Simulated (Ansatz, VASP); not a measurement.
## One calculation of Ge2P, two programs

```
Ge P
1.0
     5.14168    0.00000    0.00000
     0.00000    5.14168    0.00000
     0.00000    0.00000    2.45883
Ge P
2 1
Direct
  0.00000 0.50000 0.00000
  0.50000 0.00000 0.00000
  0.00000 0.00000 0.00000
```

Change from the starting cell: species swapped into the CuI2 type (P4/mmm, No. 123).

Alike in both runs: task relaxation of cell and atoms; functional PBE; k mesh 10 × 10 × 18; occupations gaussian, width 0.1 eV; no spin polarisation.

|  | VASP | Ansatz |
| --- | --- | --- |
| version | VASP 6.6.1 | Ansatz 0.2.0 |
| potentials or method | VASP PAW PBE potentials, release 64 (Ge_d, P), cutoff 600 eV | scalar-relativistic, plane waves, PAW |
| valence electrons in the cell | 33 | 33 |

Ansatz gave:

| Quantity | Value |
| --- | --- |
| gap on the k mesh at the Fermi level, each at its own relaxed structure (eV) | none |
| relaxed volume (Å³/atom) | 21.87 |
| relaxed cell length with the largest relative difference (Å) | 5.069 |

What did VASP give for the same quantities?

gap on the k mesh at the Fermi level, each at its own relaxed structure (eV): none; relaxed volume (Å³/atom): 21.86; relaxed cell length with the largest relative difference (Å): 5.067.

A gap of «none» marks a metal or a gap that the smearing closes.
